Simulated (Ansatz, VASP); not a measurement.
## Two plane-wave programs on KI

Contents of INCAR:

```
PREC = Accurate
ENCUT = 520
EDIFF = 1E-6
ISMEAR = 0
SIGMA = 0.05
LREAL = False
LASPH = True
NELM = 100
ALGO = Normal
ISIF = 2
LWAVE = False
LCHARG = False
GGA = PE
NBANDS = 15
```

Contents of KPOINTS:

```
Automatic mesh
0
Gamma
  6 6 6
```

The input POSCAR:

```
KI
1.0
    0.0308398125      3.5245500000      3.5245500000
    3.5553898125      0.0000000000      3.5553898125
    3.5245500000      3.5245500000      0.0308398125
K I
1 1
Direct
    0.0000000000      0.0000000000      0.0000000000
    0.5000000000      0.5000000000      0.5000000000
```

Input for Ansatz:

```yaml
crystal:
  lattice:
    - [0.0308398125, 3.52455, 3.52455]
    - [3.5553898125, 0.0, 3.5553898125]
    - [3.52455, 3.52455, 0.0308398125]
  atoms:
    - { symbol: K, position: [0.0, 0.0, 0.0] }
    - { symbol: I, position: [0.5, 0.5, 0.5] }
basis:
  ecutwfc: 420
kpoints:
  mp_grid: { grid: [6, 6, 6] }
hamiltonian:
  xc: pbe
scf:
  occupations: { method: gaussian, width: 0.05 }
output:
  forces: true
  stress: true
  eigenvalues: true
```

Change from the starting cell: strain +0.0175 x Voigt [0, 0, 0, 0, 1, 0], atoms carried along.

Alike in both runs: task single point; functional PBE; k mesh 6 × 6 × 6; occupations gaussian, width 0.05 eV; no spin polarisation.

|  | VASP | Ansatz |
| --- | --- | --- |
| version | VASP 6.6.1 | Ansatz 0.2.0 |
| potentials or method | VASP PAW PBE potentials, release 64 (K_sv, I), cutoff 520 eV | scalar-relativistic, plane waves, PAW |
| valence electrons in the cell | 16 | 26 |

```csv
,VASP,Ansatz,Ansatz less VASP
gap on the k mesh at the Fermi level (eV),3.96,3.96,+0.004
least direct gap on the mesh (eV),3.96,3.96,+0.004
pressure (GPa),0.7,0.7,-0.04
"traceless stress, the component that is largest in VASP (GPa)",-0.06,-0.06,-0.001
```

VASP's potentials hold 16 valence electrons a cell and Ansatz's 26, so a difference there can come from the potentials and not from the codes.

Neither program's run includes spin-orbit coupling.
